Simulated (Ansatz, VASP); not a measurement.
# Two plane-wave programs on Al3Ni5

INCAR

```
SYSTEM = Al3Ni5
ALGO = Fast ; EDIFF = 1E-6
ENCUT = 520 ; GGA = PS
ISIF = 2 ; ISMEAR = 0
LASPH = .True. ; LCHARG = .False.
LREAL = .False. ; LWAVE = .False.
NBANDS = 40 ; NELM = 80
PREC = Accurate ; SIGMA = 0.15
```

The input KPOINTS:

```
k-points
0
Gamma
  8 8 10
  0 0 0
```

The input POSCAR:

```
Al3Ni5
1.0
    3.2933322760     -3.9134538529      0.0000000000
    3.2933322760      3.9134538529      0.0000000000
    0.0000000000      0.0000000000      3.7203545651
Al Ni
3 5
Direct
    0.5000000000      0.5000000000      0.0000000000
    0.7796888787      0.2203111213      0.5000000000
    0.2203111213      0.7796888787      0.5000000000
    0.0000000000      0.0000000000      0.0000000000
    0.0000000000      0.5000000000      0.0000000000
    0.5000000000      0.0000000000      0.0000000000
    0.2762373066      0.2762373066      0.5000000000
    0.7237626934      0.7237626934      0.5000000000
```

Input for Ansatz:

```yaml
crystal:
  lattice:
    - [3.293332276, -3.9134538529, 0.0]
    - [3.293332276, 3.9134538529, 0.0]
    - [0.0, 0.0, 3.7203545651]
  atoms:
    - { symbol: Al, position: [0.5, 0.5, 0.0] }
    - { symbol: Al, position: [0.7796888787, 0.2203111213, 0.5] }
    - { symbol: Al, position: [0.2203111213, 0.7796888787, 0.5] }
    - { symbol: Ni, position: [0.0, 0.0, 0.0] }
    - { symbol: Ni, position: [0.0, 0.5, 0.0] }
    - { symbol: Ni, position: [0.5, 0.0, 0.0] }
    - { symbol: Ni, position: [0.2762373066, 0.2762373066, 0.5] }
    - { symbol: Ni, position: [0.7237626934, 0.7237626934, 0.5] }
basis:
  ecutwfc: 420
kpoints:
  mp_grid: { grid: [8, 8, 10] }
hamiltonian:
  xc: pbesol
scf:
  occupations: { method: gaussian, width: 0.15 }
output:
  forces: true
  stress: true
  eigenvalues: true
```

Change from the starting cell: strain +0.0600 x Voigt [0, 1, 0, 0, 0, 0], atoms carried along.

Alike in both runs: task single point; functional PBEsol; k mesh 8 × 8 × 10; occupations gaussian, width 0.15 eV; no spin polarisation.

|  | VASP | Ansatz |
| --- | --- | --- |
| version | VASP 6.6.1 | Ansatz 0.2.0 |
| potentials or method | VASP PAW PBE potentials, release 64 (Al, Ni), cutoff 520 eV | scalar-relativistic, plane waves, PAW |
| valence electrons in the cell | 59 | 99 |

```tsv
	VASP	Ansatz	Ansatz less VASP
gap on the k mesh at the Fermi level (eV)	none	none	-
pressure (GPa)	-8.9	-9.1	-0.20
traceless stress, the component that is largest in VASP (GPa)	-4.78	-4.89	-0.108
rms of the force components (eV/Å)	0.036	0.034	-0.0018
```

VASP's potentials were made for PBE, not for PBEsol. Atom by atom the forces differ by 0.002 eV/Å (rms over components). A gap of «none» marks a metal or a gap that the smearing closes. The functional is the same, so the differences come from potentials, cutoffs and numerics. VASP's potentials hold 59 valence electrons a cell and Ansatz's 99, so a difference there can come from the potentials and not from the codes.
